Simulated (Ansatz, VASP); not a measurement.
## MgO: VASP beside Ansatz

File INCAR:

```
SYSTEM = MgO
PREC = Accurate ; ENCUT = 520
EDIFF = 1E-6 ; ISMEAR = 0
SIGMA = 0.05 ; LREAL = .FALSE.
LASPH = .TRUE. ; NELM = 100
ALGO = Normal ; ISIF = 2
LWAVE = .FALSE. ; LCHARG = .FALSE.
GGA = PE ; NBANDS = 16
```

File KPOINTS:

```
regular mesh
0
G
  9 9 6
  0 0 0
```

Contents of POSCAR:

```
MgO
1.0
    3.4157000000      0.0000000000      0.0000000000
   -1.7078500000      2.9580829717      0.0000000000
    0.0000000000      0.0000000000      4.4514000000
Mg O
2 2
Direct
    0.6666666667      0.3333333333      0.7500000000
    0.3333333333      0.6666666667      0.2500000000
    0.6666666667      0.3333333333      0.2500000000
    0.3333333333      0.6666666667      0.7500000000
```

Input for Ansatz:

```yaml
crystal:
  lattice:
    - [3.4157, 0.0, 0.0]
    - [-1.70785, 2.9580829717, 0.0]
    - [0.0, 0.0, 4.4514]
  atoms:
    - { symbol: Mg, position: [0.6666666667, 0.3333333333, 0.75] }
    - { symbol: Mg, position: [0.3333333333, 0.6666666667, 0.25] }
    - { symbol: O, position: [0.6666666667, 0.3333333333, 0.25] }
    - { symbol: O, position: [0.3333333333, 0.6666666667, 0.75] }
basis:
  ecutwfc: 520.0
kpoints:
  mp_grid: { grid: [9, 9, 6] }
hamiltonian:
  xc: pbe
  pseudopotentials: { kind: paw, azcp: { folder: soft_1 } }
scf:
  occupations: { method: gaussian, width: 0.05 }
output:
  forces: true
  stress: true
  eigenvalues: true
```

Alike in both runs: task single point; functional PBE; k mesh 9 × 9 × 6; occupations gaussian, width 0.05 eV; no spin polarisation.

```csv
,VASP,Ansatz
version,VASP 6.6.1,Ansatz 0.2.0
potentials or method,"VASP PAW PBE potentials, release 64 (Mg, O), cutoff 520 eV","scalar-relativistic, plane waves, PAW"
valence electrons in the cell,16,32
```

|  | VASP | Ansatz | Ansatz less VASP |
| --- | --- | --- | --- |
| gap on the k mesh at the Fermi level (eV) | 3.23 | 3.25 | +0.021 |
| least direct gap on the mesh (eV) | 3.23 | 3.25 | +0.021 |
| pressure (GPa) | 2.2 | 2.7 | +0.54 |
| traceless stress, the component that is largest in VASP (GPa) | -7.74 | -7.59 | +0.156 |

With one functional, cell and mesh, what is left measures potentials, basis and numerics. VASP's potentials hold 16 valence electrons a cell and Ansatz's 32, so a difference there can come from the potentials and not from the codes.
